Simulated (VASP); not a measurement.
# Tc (Fd-3m) in VASP: single point with PBE

Aim: the single point of Tc with PBE.

Everything below comes from runs of VASP 6.6.1. Logs are shortened: lines on timing, memory, paths and dates and some standing lists are left out, and cuts for length are marked.

### Step 1. The cell of the first run

The structure is cubic, space group Fd-3m (No. 227). The conventional cell has a = 5.541 Å, b = 5.541 Å, c = 5.541 Å, α = 90.00°, β = 90.00°, γ = 90.00°. Tc (site symmetry -43m) has 4 Tc at 2.40 Å within 3.2 Å.

### Step 2. Single point, PBE

File INCAR:

```
ALGO = Normal
EDIFF = 1E-6
ENCUT = 520
GGA = PE
ISIF = 2
ISMEAR = -1
LASPH = T
LCHARG = F
LREAL = F
LWAVE = F
NBANDS = 20
NELM = 60
PREC = Accurate
SIGMA = 0.13605693000000002
```

File KPOINTS:

```
k-points
0
Gamma
  8 8 8
```

File POSCAR:

```
Tc
1.0
    0.0000000000      2.7707412423      2.7707412423
    2.7707412423      0.0000000000      2.7707412423
    2.7707412423      2.7707412423      0.0000000000
Tc
2
Direct
    0.0000000000      0.0000000000      0.0000000000
    0.2500000000      0.2500000000      0.2500000000
```

Potentials or basis: VASP PAW PBE potentials, release 64 (Tc_pv).

Started as:

```console
cat potpaw_PBE.64/Tc_pv/POTCAR > POTCAR
mpirun -np 1 vasp_std > vasp.out
```

OUTCAR:

```text
EDIFF = 1E-6
   ENCUT = 520
   GGA = PE
   ISIF = 2
   ISMEAR = -1
   LASPH = T
   LREAL = F
   NELM = 60
   PREC = Accurate

 ion  position               nearest neighbor table
   1  0.000  0.000  0.000-   2 2.40   2 2.40   2 2.40   2 2.40
   2  0.250  0.250  0.250-   1 2.40   1 2.40   1 2.40   1 2.40

  LATTYP: Found a face centered cubic cell.
 ALAT       =     5.5414824846

  Lattice vectors:

 A1 = (   0.0000000000,   2.7707412423,   2.7707412423)
 A2 = (   2.7707412423,   0.0000000000,   2.7707412423)
 A3 = (   2.7707412423,   2.7707412423,   0.0000000000)

Analysis of symmetry for initial positions (statically):
=====================================================================
 Subroutine PRICEL returns:
 Original cell was already a primitive cell.

 Routine SETGRP: Setting up the symmetry group for a
 face centered cubic supercell.

 Subroutine GETGRP returns: Found 48 space group operations
 (whereof 24 operations were pure point group operations)
 out of a pool of 48 trial point group operations.

The static configuration has the point symmetry T_d .
 The point group associated with its full space group is O_h .

Analysis of symmetry for dynamics (positions and initial velocities):
=====================================================================
 Subroutine PRICEL returns:
 Original cell was already a primitive cell.

 Routine SETGRP: Setting up the symmetry group for a
 face centered cubic supercell.

 Subroutine GETGRP returns: Found 48 space group operations
 (whereof 24 operations were pure point group operations)
 out of a pool of 48 trial point group operations.

The dynamic configuration has the point symmetry T_d .
 The point group associated with its full space group is O_h .

 Subroutine INISYM returns: Found 48 space group operations
 (whereof 24 operations are pure point group operations),
 and found     1 'primitive' translations

----------------------------------------------------------------------------------------

                                     Primitive cell

  volume of cell :      42.5420

  direct lattice vectors                    reciprocal lattice vectors
     0.000000000  2.770741242  2.770741242    -0.180457125  0.180457125  0.180457125
     2.770741242  0.000000000  2.770741242     0.180457125 -0.180457125  0.180457125
     2.770741242  2.770741242  0.000000000     0.180457125  0.180457125 -0.180457125

  length of vectors
     3.918419843  3.918419843  3.918419843     0.312560910  0.312560910  0.312560910

  position of ions in fractional coordinates (direct lattice)
     0.000000000  0.000000000  0.000000000
     0.250000000  0.250000000  0.250000000

  ion indices of the primitive-cell ions
   primitive index   ion index
                 1           1
                 2           2

----------------------------------------------------------------------------------------

 KPOINTS: k-points

Automatic generation of k-mesh.
 Grid dimensions read from file:
 generate k-points for:    8    8    8

 Generating k-lattice:

  Cartesian coordinates                     Fractional coordinates (reciprocal lattice)
    -0.022557141  0.022557141  0.022557141     0.125000000  0.000000000  0.000000000
     0.022557141 -0.022557141  0.022557141     0.000000000  0.125000000  0.000000000
     0.022557141  0.022557141 -0.022557141     0.000000000  0.000000000  0.125000000

  Length of vectors
     0.039070114  0.039070114  0.039070114

  Shift w.r.t. Gamma in fractional coordinates (k-lattice)
     0.000000000  0.000000000  0.000000000

 Subroutine IBZKPT returns following result:
 ===========================================

 Found     29 irreducible k-points:

 Following reciprocal coordinates:
            Coordinates               Weight
  0.000000  0.000000  0.000000      1.000000
  0.125000  0.000000  0.000000      8.000000
  0.250000  0.000000  0.000000      8.000000
  0.375000  0.000000  0.000000      8.000000
  0.500000  0.000000  0.000000      4.000000
  0.125000  0.125000  0.000000      6.000000
[... 16 lines left out ...]
  0.500000  0.250000  0.125000     48.000000
 -0.375000  0.250000  0.125000     24.000000
 [... further k-points ...]
   k-points           NKPTS =     29   k-points in BZ     NKDIM =     29   number of bands    NBANDS=     20
   number of dos      NEDOS =    301   number of ions     NIONS =      2
   total plane-waves  NPLWV =  27000
   dimension x,y,z NGX =    30 NGY =   30 NGZ =   30
   dimension x,y,z NGXF=    60 NGYF=   60 NGZF=   60
   ions per type =               2
   NGX,Y,Z   is equivalent  to a cutoff of  12.73, 12.73, 12.73 a.u.
   NGXF,Y,Z  is equivalent  to a cutoff of  25.46, 25.46, 25.46 a.u.
 SYSTEM =  unknown system
   PREC   = accura    normal or accurate (medium, high low for compatibility)
   ISTART =      0    job   : 0-new  1-cont  2-samecut
   ICHARG =      2    charge: 1-file 2-atom 10-const
   ISPIN  =      1    spin polarized calculation?
   LNONCOLLINEAR =      F non collinear calculations
   LSORBIT =      F    spin-orbit coupling
   LASPH  =      T    aspherical Exc in radial PAW
   ENCUT  =  520.0 eV  38.22 Ry    6.18 a.u.   7.29  7.29  7.29*2*pi/ulx,y,z
   NELM   =     60;   NELMIN=  2; NELMDL= -5     # of ELM steps
   EDIFF  = 0.1E-05   stopping-criterion for ELM
   LREAL  =      F    real-space projection
   EDIFFG = 0.1E-04   stopping-criterion for IOM
   NSW    =      0    number of steps for IOM
   IBRION =     -1    ionic relax: 0-MD 1-quasi-New 2-CG
   NFREE  =      0    steps in history (QN), initial steepest desc. (CG)
   ISIF   =      2    stress and relaxation
   ISYM   =      2    0-nonsym 1-usesym 2-fastsym
   POTIM  = 0.5000    time-step for ionic-motion
   TEBEG  =    0.0;   TEEND  =   0.0 temperature during run
   PSTRESS=    0.0 pullay stress
   NELECT =      26.0000    total number of electrons
   NUPDOWN=      -1.0000    fix difference up-down
   EMIN   =  10.00;   EMAX   =-10.00  energy-range for DOS
   EFERMI =   0.00;   METHOD = LEGACY
   ISMEAR =    -1;   SIGMA  =   0.14  broadening in eV -4-tet -1-fermi 0-gaus
   EFERMI_NEDOS =   21; number of points for ismear=-14 and -15
   IALGO  =     38    algorithm
   IMIX   =      4    mixing-type and parameters
     AMIX     =   0.40;   BMIX     =  1.00
     AMIX_MAG =   1.60;   BMIX_MAG =  1.00
  volume/ion in A,a.u.               =      21.27       143.54
  Fermi-wavevector in a.u.,A,eV,Ry     =   1.389291  2.625380 26.261017  1.930130
  Thomas-Fermi vector in A             =   2.513336
   LORBIT       =      0    0 simple, 1 ext, 2 COOP (PROOUT), +10 PAW based schemes
   GGA     = PE    functional components
   LHFCALC =     F    Hartree Fock is set to
   AEXX    =    0.0000 exact exchange contribution
   IVDW    =     0    specifies the selected vdW correction
   LEPSILON=     F    determine dielectric tensor
   LRPA    =     F    only Hartree local field effects (RPA)
 non-spin polarized calculation
  energy-cutoff  :      520.00
  volume of cell :       42.54
 maximum number of plane-waves:      1162
 NGX is ok and might be reduce to    30
   NGX = 15   NGY = 15   NGZ = 15

 number of electron      26.0000000 magnetization

 Free energy of the ion-electron system (eV)
  ---------------------------------------------------
  ext. energy  EPLUGINS =         0.00000000
  ---------------------------------------------------
  free energy    TOTEN  =       -17.89410247 eV

  energy without entropy =      -17.76629721  energy(sigma->0) =      -17.83019984

 E-fermi :   7.0434     XC(G=0): -11.1403

 val. band max:        7.0244302109   @ k =   0.5000   0.1250   0.0000
 cond. band min:       7.0602276280   @ k =   0.5000   0.0000   0.0000
 fundamental gap:      0.0357974171
 Fermi energy:         7.0433882561

 k-point     1 :       0.0000    0.0000    0.0000
  band No.  band energies     occupation
      1     -31.9457      2.00000
      2     -31.9457      2.00000
      3     -31.9457      2.00000
      4     -30.9321      2.00000
      5     -30.9321      2.00000
      6     -30.9321      2.00000
[... 12 lines left out ...]
     19      19.7799      0.00000
     20      19.7799      0.00000

 k-point     2 :       0.1250    0.0000    0.0000
  band No.  band energies     occupation
      1     -31.9642      2.00000
      2     -31.9642      2.00000
      3     -31.9439      2.00000
      4     -30.9354      2.00000
      5     -30.9124      2.00000
      6     -30.9124      2.00000
[... 12 lines left out ...]
     19      19.0785      0.00000
     20      19.7247      0.00000

 k-point     3 :       0.2500    0.0000    0.0000
  band No.  band energies     occupation
      1     -32.0063      2.00000
      2     -32.0063      2.00000
      3     -31.9403      2.00000
      4     -30.9420      2.00000
      5     -30.8673      2.00000
      6     -30.8673      2.00000
[... 12 lines left out ...]
     19      17.7121      0.00000
     20      19.0612      0.00000

 k-point     4 :       0.3750    0.0000    0.0000
  band No.  band energies     occupation
      1     -32.0452      2.00000
      2     -32.0452      2.00000
      3     -31.9380      2.00000
      4     -30.9473      2.00000
      5     -30.8254      2.00000
      6     -30.8254      2.00000
[... 12 lines left out ...]
     19      17.3183      0.00000
     20      18.1808      0.00000

 k-point     5 :       0.5000    0.0000    0.0000
  band No.  band energies     occupation
      1     -32.0605      2.00000
      2     -32.0605      2.00000
      3     -31.9374      2.00000
      4     -30.9490      2.00000
      5     -30.8088      2.00000
      6     -30.8088      2.00000
[... 12 lines left out ...]
     19      17.2274      0.00000
     20      17.8323      0.00000

 k-point     6 :       0.1250    0.1250    0.0000
  band No.  band energies     occupation
      1     -31.9859      2.00000
      2     -31.9859      2.00000
      3     -31.9083      2.00000
      4     -30.9731      2.00000
      5     -30.8894      2.00000
      6     -30.8894      2.00000
[... 12 lines left out ...]
     19      18.7205      0.00000
     20      18.7205      0.00000

 k-point     7 :       0.2500    0.1250    0.0000
  band No.  band energies     occupation
      1     -32.0304      2.00000
      2     -32.0289      2.00000
      3     -31.8762      2.00000
      4     -31.0076      2.00000
      5     -30.8434      2.00000
      6     -30.8432      2.00000
[... 12 lines left out ...]
     19      17.5580      0.00000
     20      17.6193      0.00000
[... 277 lines left out ...]
 k-point    20 :      -0.3750    0.3750    0.0000
  band No.  band energies     occupation
      1     -32.1997      2.00000
      2     -32.1424      2.00000
      3     -31.5722      2.00000
      4     -31.3170      2.00000
      5     -30.7207      2.00000
      6     -30.6702      2.00000
[... 12 lines left out ...]
     19      11.8136      0.00000
     20      13.9792      0.00000

 k-point    21 :       0.5000    0.5000    0.0000
  band No.  band energies     occupation
      1     -32.1763      2.00000
      2     -32.1763      2.00000
      3     -31.4504      2.00000
      4     -31.4504      2.00000
      5     -30.6843      2.00000
      6     -30.6843      2.00000
[... 12 lines left out ...]
     19      12.4064      0.00000
     20      12.4064      0.00000

 k-point    22 :       0.3750    0.2500    0.1250
  band No.  band energies     occupation
      1     -32.1002      2.00000
      2     -32.0550      2.00000
      3     -31.8165      2.00000
      4     -31.0689      2.00000
      5     -30.8152      2.00000
      6     -30.7713      2.00000
[... 12 lines left out ...]
     19      15.2255      0.00000
     20      16.9430      0.00000

 k-point    23 :       0.5000    0.2500    0.1250
  band No.  band energies     occupation
      1     -32.1511      2.00000
      2     -32.0892      2.00000
      3     -31.7572      2.00000
      4     -31.1272      2.00000
      5     -30.7789      2.00000
      6     -30.7210      2.00000
[... 12 lines left out ...]
     19      14.6087      0.00000
     20      15.8771      0.00000

 k-point    24 :      -0.3750    0.2500    0.1250
  band No.  band energies     occupation
      1     -32.1690      2.00000
      2     -32.1051      2.00000
      3     -31.7300      2.00000
      4     -31.1537      2.00000
      5     -30.7619      2.00000
      6     -30.7039      2.00000
[... 12 lines left out ...]
     19      14.6476      0.00000
     20      15.1419      0.00000

 [... further k-points ...]

------------------------ aborting loop because EDIFF is reached ----------------------------------------

  FORCE on cell =-STRESS in cart. coord.  units (eV):
  Direction    XX          YY          ZZ          XY          YZ          ZX
  --------------------------------------------------------------------------------------
  -------------------------------------------------------------------------------------
  Total       -0.0975362     -0.0975362     -0.0975362      0.0000000      0.0000000      0.0000000
  in kB       -3.6733186     -3.6733186     -3.6733186      0.0000000      0.0000000      0.0000000
  external PRESSURE =      -3.6733186 kB  Pullay stress =       0.0000000 kB

 VOLUME and BASIS-vectors are now :
 -----------------------------------------------------------------------------
  energy-cutoff  :      520.00
  volume of cell :       42.54
      direct lattice vectors                 reciprocal lattice vectors
     0.000000000  2.770741242  2.770741242    -0.180457125  0.180457125  0.180457125
     2.770741242  0.000000000  2.770741242     0.180457125 -0.180457125  0.180457125
     2.770741242  2.770741242  0.000000000     0.180457125  0.180457125 -0.180457125

 POSITION                                       TOTAL-FORCE (eV/Angst)
 -----------------------------------------------------------------------------------
      0.00000      0.00000      0.00000         0.000000      0.000000      0.000000
      1.38537      1.38537      1.38537        -0.000000     -0.000000     -0.000000
 -----------------------------------------------------------------------------------
    total drift:                                0.000000     -0.000000      0.000000

  FREE ENERGIE OF THE ION-ELECTRON SYSTEM (eV)
  ---------------------------------------------------
  free  energy   TOTEN  =       -17.8941024663 eV

  energy  without entropy=      -17.7662972142  energy(sigma->0) =      -17.83019984
```

It took 18 s on 1 thread of AMD EPYC 9R45 (Zen 5), shared host; peak memory 0.14 GiB.

What came out:

```yaml
Free_energy: -17.8941 eV
Pressure: -0.4 GPa
Band_gap_on_the_k_mesh: zero (band 13 reaches 7.55 eV, above the bottom of band 14 at 6.56 eV)
```
